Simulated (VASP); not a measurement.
# KMgF3 (cubic perovskite) (Pm-3m) in VASP: further runs

KMgF3 (cubic perovskite) is run at these levels: LDA; tasks: single point, relaxation of cell and atoms.

Program: VASP 6.6.1. These are calculated values, not measurements. Logs are shortened: lines on timing, memory, paths and dates and some standing lists are left out, and cuts for length are marked.

**1. The cell of the first run**

The structure is cubic, space group Pm-3m (No. 221). The conventional cell has a = 3.908 Å, b = 3.908 Å, c = 3.908 Å, α = 90.00°, β = 90.00°, γ = 90.00°. K (site symmetry m-3m) has 12 F at 2.76 Å and 8 Mg at 3.38 Å within 3.6 Å. Within 2.6 Å of Mg (site symmetry m-3m) lie 6 F at 1.95 Å. F (site symmetry 4/mmm) has 2 Mg at 1.95 Å within 2.6 Å.

**2. Single point, LDA**

INCAR

```
SYSTEM = KMgF3
PREC = Accurate ; ENCUT = 520
EDIFF = 1E-7 ; ISMEAR = 0
SIGMA = 0.01 ; LREAL = .False.
LASPH = .True. ; NELM = 60
ALGO = Normal ; ISIF = 2
LWAVE = .False. ; LCHARG = .False.
GGA = CA ; NBANDS = 24
```

KPOINTS

```
regular mesh
0
Gamma
  6 6 6
  0 0 0
```

POSCAR

```
KMgF3
1.0
    3.9082660993      0.0000000000      0.0000000000
    0.0000000000      3.9082660993      0.0000000000
    0.0000000000      0.0000000000      3.9082660993
K Mg F
1 1 3
Direct
    0.5000000000      0.5000000000      0.5000000000
    0.0000000000      0.0000000000      0.0000000000
    0.5000000000      0.0000000000      0.0000000000
    0.0000000000      0.5000000000      0.0000000000
    0.0000000000      0.0000000000      0.5000000000
```

Potentials or basis: VASP PAW LDA potentials, release 64 (K_sv, Mg, F).

The run is started by

```sh
$ cat potpaw_LDA.64/K_sv/POTCAR potpaw_LDA.64/Mg/POTCAR potpaw_LDA.64/F/POTCAR > POTCAR
$ mpirun -np 1 vasp_std > vasp.out
```

OUTCAR:

```text
SYSTEM = KMgF3
   PREC = Accurate
   ENCUT = 520
   EDIFF = 1E-7
   ISMEAR = 0
   LREAL = .False.
   LASPH = .True.
   NELM = 60
   ISIF = 2
   GGA = CA

 ion  position               nearest neighbor table
   1  0.500  0.500  0.500-   3 2.76   4 2.76   5 2.76   3 2.76   4 2.76   3 2.76   5 2.76   3 2.76
                             4 2.76   5 2.76   4 2.76   5 2.76   2 3.38   2 3.38   2 3.38   2 3.38
   2  0.000  0.000  0.000-   3 1.95   4 1.95   5 1.95   5 1.95   4 1.95   3 1.95   1 3.38   1 3.38
                             1 3.38   1 3.38   1 3.38   1 3.38   1 3.38   1 3.38
   3  0.500  0.000  0.000-   2 1.95   2 1.95   1 2.76   1 2.76   1 2.76   1 2.76
   4  0.000  0.500  0.000-   2 1.95   2 1.95   1 2.76   1 2.76   1 2.76   1 2.76
   5  0.000  0.000  0.500-   2 1.95   2 1.95   1 2.76   1 2.76   1 2.76   1 2.76

  LATTYP: Found a simple cubic cell.
 ALAT       =     3.9082660993

  Lattice vectors:

 A1 = (   3.9082660993,   0.0000000000,   0.0000000000)
 A2 = (   0.0000000000,   3.9082660993,   0.0000000000)
 A3 = (   0.0000000000,   0.0000000000,   3.9082660993)

Analysis of symmetry for initial positions (statically):
=====================================================================
 Subroutine PRICEL returns:
 Original cell was already a primitive cell.

 Routine SETGRP: Setting up the symmetry group for a
 simple cubic supercell.

 Subroutine GETGRP returns: Found 48 space group operations
 (whereof 48 operations were pure point group operations)
 out of a pool of 48 trial point group operations.

The static configuration has the point symmetry O_h .

Analysis of symmetry for dynamics (positions and initial velocities):
=====================================================================
 Subroutine PRICEL returns:
 Original cell was already a primitive cell.

 Routine SETGRP: Setting up the symmetry group for a
 simple cubic supercell.

 Subroutine GETGRP returns: Found 48 space group operations
 (whereof 48 operations were pure point group operations)
 out of a pool of 48 trial point group operations.

The dynamic configuration has the point symmetry O_h .

 Subroutine INISYM returns: Found 48 space group operations
 (whereof 48 operations are pure point group operations),
 and found     1 'primitive' translations

----------------------------------------------------------------------------------------

                                     Primitive cell

  volume of cell :      59.6970

  direct lattice vectors                    reciprocal lattice vectors
     3.908266099  0.000000000  0.000000000     0.255867941  0.000000000  0.000000000
     0.000000000  3.908266099  0.000000000     0.000000000  0.255867941  0.000000000
     0.000000000  0.000000000  3.908266099     0.000000000  0.000000000  0.255867941

  length of vectors
     3.908266099  3.908266099  3.908266099     0.255867941  0.255867941  0.255867941

  position of ions in fractional coordinates (direct lattice)
     0.500000000  0.500000000  0.500000000
     0.000000000  0.000000000  0.000000000
     0.500000000  0.000000000  0.000000000
     0.000000000  0.500000000  0.000000000
     0.000000000  0.000000000  0.500000000

  ion indices of the primitive-cell ions
   primitive index   ion index
                 1           1
                 2           2
                 3           3
                 4           4
                 5           5

----------------------------------------------------------------------------------------

 KPOINTS: regular mesh

Automatic generation of k-mesh.
 Grid dimensions read from file:
 generate k-points for:    6    6    6

 Generating k-lattice:

  Cartesian coordinates                     Fractional coordinates (reciprocal lattice)
     0.042644657  0.000000000  0.000000000     0.166666667  0.000000000  0.000000000
     0.000000000  0.042644657  0.000000000     0.000000000  0.166666667  0.000000000
     0.000000000  0.000000000  0.042644657     0.000000000  0.000000000  0.166666667

  Length of vectors
     0.042644657  0.042644657  0.042644657

  Shift w.r.t. Gamma in fractional coordinates (k-lattice)
     0.000000000  0.000000000  0.000000000

 Subroutine IBZKPT returns following result:
 ===========================================

 Found     20 irreducible k-points:

 Following reciprocal coordinates:
            Coordinates               Weight
  0.000000  0.000000  0.000000      1.000000
  0.166667  0.000000  0.000000      6.000000
  0.333333  0.000000  0.000000      6.000000
  0.500000  0.000000  0.000000      3.000000
  0.166667  0.166667  0.000000     12.000000
  0.333333  0.166667  0.000000     24.000000
[... 12 lines left out ...]
  0.500000  0.500000  0.333333      6.000000
  0.500000  0.500000  0.500000      1.000000
   k-points           NKPTS =     20   k-points in BZ     NKDIM =     20   number of bands    NBANDS=     24
   number of dos      NEDOS =    301   number of ions     NIONS =      5
   total plane-waves  NPLWV =  27000
   dimension x,y,z NGX =    30 NGY =   30 NGZ =   30
   dimension x,y,z NGXF=    60 NGYF=   60 NGZF=   60
   ions per type =               1   1   3
   NGX,Y,Z   is equivalent  to a cutoff of  12.76, 12.76, 12.76 a.u.
   NGXF,Y,Z  is equivalent  to a cutoff of  25.52, 25.52, 25.52 a.u.
 SYSTEM =  KMgF3
   PREC   = accura    normal or accurate (medium, high low for compatibility)
   ISTART =      0    job   : 0-new  1-cont  2-samecut
   ICHARG =      2    charge: 1-file 2-atom 10-const
   ISPIN  =      1    spin polarized calculation?
   LNONCOLLINEAR =      F non collinear calculations
   LSORBIT =      F    spin-orbit coupling
   LASPH  =      T    aspherical Exc in radial PAW
   ENCUT  =  520.0 eV  38.22 Ry    6.18 a.u.   7.27  7.27  7.27*2*pi/ulx,y,z
   NELM   =     60;   NELMIN=  2; NELMDL= -5     # of ELM steps
   EDIFF  = 0.1E-06   stopping-criterion for ELM
   LREAL  =      F    real-space projection
   EDIFFG = 0.1E-05   stopping-criterion for IOM
   NSW    =      0    number of steps for IOM
   IBRION =     -1    ionic relax: 0-MD 1-quasi-New 2-CG
   NFREE  =      0    steps in history (QN), initial steepest desc. (CG)
   ISIF   =      2    stress and relaxation
   ISYM   =      2    0-nonsym 1-usesym 2-fastsym
   POTIM  = 0.5000    time-step for ionic-motion
   TEBEG  =    0.0;   TEEND  =   0.0 temperature during run
   PSTRESS=    0.0 pullay stress
   NELECT =      32.0000    total number of electrons
   NUPDOWN=      -1.0000    fix difference up-down
   EMIN   =  10.00;   EMAX   =-10.00  energy-range for DOS
   EFERMI =   0.00;   METHOD = LEGACY
   ISMEAR =     0;   SIGMA  =   0.01  broadening in eV -4-tet -1-fermi 0-gaus
   EFERMI_NEDOS =   21; number of points for ismear=-14 and -15
   IALGO  =     38    algorithm
   IMIX   =      4    mixing-type and parameters
     AMIX     =   0.40;   BMIX     =  1.00
     AMIX_MAG =   1.60;   BMIX_MAG =  1.00
  volume/ion in A,a.u.               =      11.94        80.57
  Fermi-wavevector in a.u.,A,eV,Ry     =   1.329864  2.513079 24.062439  1.768539
  Thomas-Fermi vector in A             =   2.458995
   LORBIT       =      0    0 simple, 1 ext, 2 COOP (PROOUT), +10 PAW based schemes
   GGA     = CA    functional components
   LHFCALC =     F    Hartree Fock is set to
   AEXX    =    0.0000 exact exchange contribution
   IVDW    =     0    specifies the selected vdW correction
   LEPSILON=     F    determine dielectric tensor
   LRPA    =     F    only Hartree local field effects (RPA)
 non-spin polarized calculation
 Gauss-broadening in eV      SIGMA  =   0.01
  energy-cutoff  :      520.00
  volume of cell :       59.70
 maximum number of plane-waves:      1640
 NGX is ok and might be reduce to    30
   NGX = 15   NGY = 15   NGZ = 15

 number of electron      31.9999992 magnetization

 Free energy of the ion-electron system (eV)
  ---------------------------------------------------
  ext. energy  EPLUGINS =         0.00000000
  ---------------------------------------------------
  free energy    TOTEN  =       -27.13118154 eV

  energy without entropy =      -27.13118154  energy(sigma->0) =      -27.13118154

 E-fermi :  -1.5265     XC(G=0): -10.7077

 val. band max:       -1.6810745087   @ k =   0.5000   0.5000   0.5000
 cond. band min:       5.7365061016   @ k =   0.0000   0.0000   0.0000
 fundamental gap:      7.4175806103
 Fermi energy:        -1.5264947909

 k-point     1 :       0.0000    0.0000    0.0000
  band No.  band energies     occupation
      1     -26.7490      2.00000
      2     -21.5709      2.00000
      3     -20.7910      2.00000
      4     -20.7910      2.00000
      5     -10.5022      2.00000
      6     -10.5022      2.00000
[... 16 lines left out ...]
     23      12.6007      0.00000
     24      15.5529      0.00000

 k-point     2 :       0.1667    0.0000    0.0000
  band No.  band energies     occupation
      1     -26.7376      2.00000
      2     -21.5388      2.00000
      3     -20.8375      2.00000
      4     -20.7890      2.00000
      5     -10.4901      2.00000
      6     -10.4818      2.00000
[... 16 lines left out ...]
     23      12.6120      0.00000
     24      15.4535      0.00000

 k-point     3 :       0.3333    0.0000    0.0000
  band No.  band energies     occupation
      1     -26.7147      2.00000
      2     -21.4619      2.00000
      3     -20.9422      2.00000
      4     -20.7828      2.00000
      5     -10.4661      2.00000
      6     -10.4403      2.00000
[... 16 lines left out ...]
     23      12.5450      0.00000
     24      15.0007      0.00000
[... 406 lines left out ...]
 k-point    19 :       0.5000    0.5000    0.3333
  band No.  band energies     occupation
      1     -26.6568      2.00000
      2     -21.0286      2.00000
      3     -21.0185      2.00000
      4     -21.0185      2.00000
      5     -10.7156      2.00000
      6     -10.7156      2.00000
[... 16 lines left out ...]
     23      13.2769      0.00000
     24      13.2769      0.00000

 k-point    20 :       0.5000    0.5000    0.5000
  band No.  band energies     occupation
      1     -26.6517      2.00000
      2     -21.0113      2.00000
      3     -21.0113      2.00000
      4     -21.0113      2.00000
      5     -10.7577      2.00000
      6     -10.7577      2.00000
[... 16 lines left out ...]
     23      13.6517      0.00000
     24      13.6517      0.00000

------------------------ aborting loop because EDIFF is reached ----------------------------------------

  FORCE on cell =-STRESS in cart. coord.  units (eV):
  Direction    XX          YY          ZZ          XY          YZ          ZX
  --------------------------------------------------------------------------------------
  -------------------------------------------------------------------------------------
  Total       -0.3113209     -0.3113209     -0.3113209      0.0000000      0.0000000      0.0000000
  in kB       -8.3553858     -8.3553858     -8.3553858      0.0000000      0.0000000      0.0000000
  external PRESSURE =      -8.3553858 kB  Pullay stress =       0.0000000 kB

 VOLUME and BASIS-vectors are now :
 -----------------------------------------------------------------------------
  energy-cutoff  :      520.00
  volume of cell :       59.70
      direct lattice vectors                 reciprocal lattice vectors
     3.908266099  0.000000000  0.000000000     0.255867941  0.000000000  0.000000000
     0.000000000  3.908266099  0.000000000     0.000000000  0.255867941  0.000000000
     0.000000000  0.000000000  3.908266099     0.000000000  0.000000000  0.255867941

 POSITION                                       TOTAL-FORCE (eV/Angst)
 -----------------------------------------------------------------------------------
      1.95413      1.95413      1.95413         0.000000      0.000000      0.000000
      0.00000      0.00000      0.00000         0.000000      0.000000      0.000000
      1.95413      0.00000      0.00000         0.000000      0.000000      0.000000
      0.00000      1.95413      0.00000         0.000000      0.000000      0.000000
      0.00000      0.00000      1.95413         0.000000      0.000000      0.000000
 -----------------------------------------------------------------------------------
    total drift:                                0.000000     -0.000000      0.000000

  FREE ENERGIE OF THE ION-ELECTRON SYSTEM (eV)
  ---------------------------------------------------
  free  energy   TOTEN  =       -27.1311815360 eV

  energy  without entropy=      -27.1311815360  energy(sigma->0) =      -27.13118154
```

It took 11 s on 1 thread of Intel Xeon 6975P-C (Granite Rapids), shared host; peak memory 0.16 GiB.

What came out:

```
Free energy            : -27.1312 eV
Pressure               : -0.8 GPa
Band gap on the k mesh : 7.42 eV, indirect (least direct gap 7.74 eV)
```

Levels at points of the mesh, in eV from the valence-band top:
| k point | band 14 | band 15 | band 16 | band 17 | band 18 | band 19 |
| --- | --- | --- | --- | --- | --- | --- |
| (0.00, 0.00, 0.00) | -0.32 | -0.32 | -0.32 | 7.42 | 9.85 | 9.85 |
| (0.50, 0.00, 0.00) | -0.95 | -0.58 | -0.58 | 10.16 | 10.74 | 11.01 |
| (0.50, 0.50, 0.00) | -0.96 | -0.96 | -0.03 | 11.04 | 11.73 | 12.84 |
| (0.50, 0.50, 0.50) | 0.00 | 0.00 | 0.00 | 10.41 | 10.41 | 10.41 |

A k mesh can miss the band edges. Expect the measured gap to be larger: semilocal functionals such as LDA lack the derivative discontinuity.

**3. Relaxation of cell and atoms, LDA**

This run uses another cell than the first one, of 12.86 Å³/atom, 1.077 times its volume.

INCAR

```
SYSTEM = KMgF3
PREC = Accurate ; ENCUT = 600
EDIFF = 1E-7 ; ISMEAR = 0
SIGMA = 0.01 ; LREAL = .False.
LASPH = .True. ; NELM = 100
ALGO = Normal ; ISIF = 3
LWAVE = .False. ; LCHARG = .False.
GGA = CA ; IBRION = 2
NSW = 80 ; EDIFFG = -0.002
```

KPOINTS

```
Automatic mesh
0
Gamma
  6 6 6
  0 0 0
```

Changes to POSCAR since step 2:

```diff
@@ -2,5 +2,5 @@
 1.0
-    3.9082660993      0.0000000000      0.0000000000
-    0.0000000000      3.9082660993      0.0000000000
-    0.0000000000      0.0000000000      3.9082660993
+    4.0060000000      0.0000000000      0.0000000000
+    0.0000000000      4.0060000000      0.0000000000
+    0.0000000000      0.0000000000      4.0060000000
 K Mg F
```

Potentials or basis: VASP PAW LDA potentials, release 64 (K_sv, Mg, F).

The run is started by

```sh
$ cat potpaw_LDA.64/K_sv/POTCAR potpaw_LDA.64/Mg/POTCAR potpaw_LDA.64/F/POTCAR > POTCAR
$ mpirun -np 1 vasp_std > vasp.out
```

It took 31 s on 1 thread of Intel Xeon 6975P-C (Granite Rapids), shared host; peak memory 0.17 GiB.

The run converged. Its results:

```yaml
Free_energy: -27.1542 eV
Relaxed_volume: 11.80 Å³/atom
Relaxed_cell: a = 3.892 Å, b = 3.892 Å, c = 3.892 Å, α = 90.00°, β = 90.00°, γ = 90.00°
Space_group_after_relaxing_to_0.05_Å: Pm-3m (No. 221)
Energy_gained_by_relaxing: 22.6 meV/atom
Ionic_steps: 5
Pressure_after_relaxing: 0.0 GPa
Band_gap_on_the_k_mesh: 7.52 eV, indirect (least direct gap 7.84 eV)
```

Step by step:
| step | energy change (eV) | largest force (eV/Å) | pressure (GPa) | volume (Å³) |
| --- | --- | --- | --- | --- |
| 1 | 0.0000 | 0.0000 | -6.29 | 64.29 |
| 2 | -0.1107 | 0.0000 | -1.07 | 59.71 |
| 3 | -0.1132 | 0.0000 | -0.03 | 59.00 |
| 4 | -0.1131 | 0.0000 | 0.12 | 58.90 |
| 5 | -0.1132 | 0.0000 | 0.00 | 58.98 |

Final structure:
```cif
data_structure
_symmetry_space_group_name_H-M 'P 1'
_symmetry_Int_Tables_number 1
_cell_length_a 3.8925
_cell_length_b 3.8925
_cell_length_c 3.8925
_cell_angle_alpha 90.000
_cell_angle_beta 90.000
_cell_angle_gamma 90.000
_cell_volume 58.98
loop_
_atom_site_label
_atom_site_type_symbol
_atom_site_fract_x
_atom_site_fract_y
_atom_site_fract_z
_atom_site_occupancy
K1 K 0.50000 0.50000 0.50000 1
Mg1 Mg 0.00000 0.00000 0.00000 1
F1 F 0.50000 0.00000 0.00000 1
F2 F 0.00000 0.50000 0.00000 1
F3 F 0.00000 0.00000 0.50000 1
```

Levels at points of the mesh, in eV from the valence-band top:
| k point | band 13 | band 14 | band 15 | band 16 | band 17 | band 18 | band 19 | band 20 |
| --- | --- | --- | --- | --- | --- | --- | --- | --- |
| (0.00, 0.00, 0.00) | -0.72 | -0.32 | -0.32 | -0.32 | 7.52 | 9.87 | 9.87 | 12.20 |
| (0.50, 0.00, 0.00) | -0.97 | -0.97 | -0.59 | -0.59 | 10.25 | 10.88 | 11.05 | 12.91 |
| (0.50, 0.50, 0.00) | -1.21 | -0.97 | -0.97 | -0.03 | 11.11 | 11.79 | 12.97 | 12.97 |
| (0.50, 0.50, 0.50) | -1.21 | 0.00 | 0.00 | 0.00 | 10.46 | 10.46 | 10.46 | 14.19 |

A k mesh can miss the band edges.
